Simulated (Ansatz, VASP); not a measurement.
Two plane-wave programs on MoS2

The input INCAR:

```
SYSTEM = MoS2
PREC = Accurate ; ENCUT = 500
EDIFF = 1E-6 ; ISMEAR = 0
SIGMA = 0.05 ; LREAL = .FALSE.
LASPH = .TRUE. ; NELM = 120
ALGO = Normal ; ISIF = 2
LWAVE = .FALSE. ; LCHARG = .FALSE.
GGA = PE ; IVDW = 12
NBANDS = 20 ; GGA_COMPAT = .FALSE.
```

The input KPOINTS:

```
Automatic mesh
0
G
  12 12 4
  0 0 0
```

POSCAR

```
MoS2
1.0
    3.0696848962      0.0000000000      0.0000000000
   -1.5348424481      2.6584251017      0.0000000000
    0.0000000000      0.0000000000      6.9945840045
Mo S
1 2
Direct
    0.0000000000      0.0000000000      0.0000000000
    0.3333333333      0.6666666667      0.2483301274
    0.3333333333      0.6666666667      0.7516698726
```

Input for Ansatz:

```yaml
crystal:
  lattice:
    - [3.0696848962, 0.0, 0.0]
    - [-1.5348424481, 2.6584251017, 0.0]
    - [0.0, 0.0, 6.9945840045]
  atoms:
    - { symbol: Mo, position: [0.0, 0.0, 0.0] }
    - { symbol: S, position: [0.3333333333, 0.6666666667, 0.2483301274] }
    - { symbol: S, position: [0.3333333333, 0.6666666667, 0.7516698726] }
basis:
  ecutwfc: 420
kpoints:
  mp_grid: { grid: [12, 12, 4] }
hamiltonian:
  xc: pbe
  dispersion: d3bj
scf:
  occupations: { method: gaussian, width: 0.05 }
output:
  forces: true
  stress: true
  eigenvalues: true
```

Alike in both runs: task single point; functional PBE; dispersion D3(BJ); k mesh 12 × 12 × 4; occupations gaussian, width 0.05 eV; no spin polarisation.

|  | VASP | Ansatz |
| --- | --- | --- |
| version | VASP 6.6.1 | Ansatz 0.2.0 |
| potentials or method | VASP PAW PBE potentials, release 64 (Mo_sv, S), cutoff 500 eV | scalar-relativistic, plane waves, PAW |
| valence electrons in the cell | 26 | 26 |

VASP gave:

* gap on the k mesh at the Fermi level (eV): 0.93
* least direct gap on the mesh (eV): 1.72
* pressure (GPa): -7.5
* traceless stress, the component that is largest in VASP (GPa): -14.84
* rms of the force components (eV/Å): 1.062

Which values does Ansatz return?

gap on the k mesh at the Fermi level (eV): 0.93; least direct gap on the mesh (eV): 1.72; pressure (GPa): -7.4; traceless stress, the component that is largest in VASP (GPa): -14.80; rms of the force components (eV/Å): 1.058.

Atom by atom the forces differ by 0.004 eV/Å (rms over components).
